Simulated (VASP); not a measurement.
Here is a VASP 6.6.1 calculation.

INCAR

```
SYSTEM = NiPt
ALGO = Normal ; EDIFF = 1E-6
ENCUT = 600 ; GGA = CA
GGA_COMPAT = .False. ; ISIF = 2
ISMEAR = 0 ; ISPIN = 2
LASPH = .True. ; LCHARG = .True.
LELF = .True. ; LMAXMIX = 4
LORBIT = 11 ; LREAL = .False.
LVHAR = .True. ; LWAVE = .False.
MAGMOM = 0.84 0.39 ; NBANDS = 21
NELM = 200 ; PREC = Accurate
SIGMA = 0.1
```

The input KPOINTS:

```
k-points
0
Gamma
  16 16 12
  0 0 0
```

The input POSCAR:

```
NiPt
1.0
    2.6637797591      0.0000000000      0.0000000000
    0.0000000000      2.6637797591      0.0000000000
    0.0000000000      0.0000000000      3.5099684966
Ni Pt
1 1
Direct
    0.5000000000      0.5000000000      0.5000000000
    0.0000000000      0.0000000000      0.0000000000
```

Potentials or basis: VASP PAW LDA potentials, release 64 (Ni, Pt).

Run with:

```console
$ cat potpaw_LDA.64/Ni/POTCAR potpaw_LDA.64/Pt/POTCAR > POTCAR
$ mpirun -np 1 vasp_std > vasp.out
```

(1) What does it give for the net moment?

(2) What does it give for the site moments?

(3) Predict the pressure.

Answers

(1) 0.24 μB per cell.

(2) Ni +0.16; Pt +0.08 μB.

(3) 0.2 GPa.
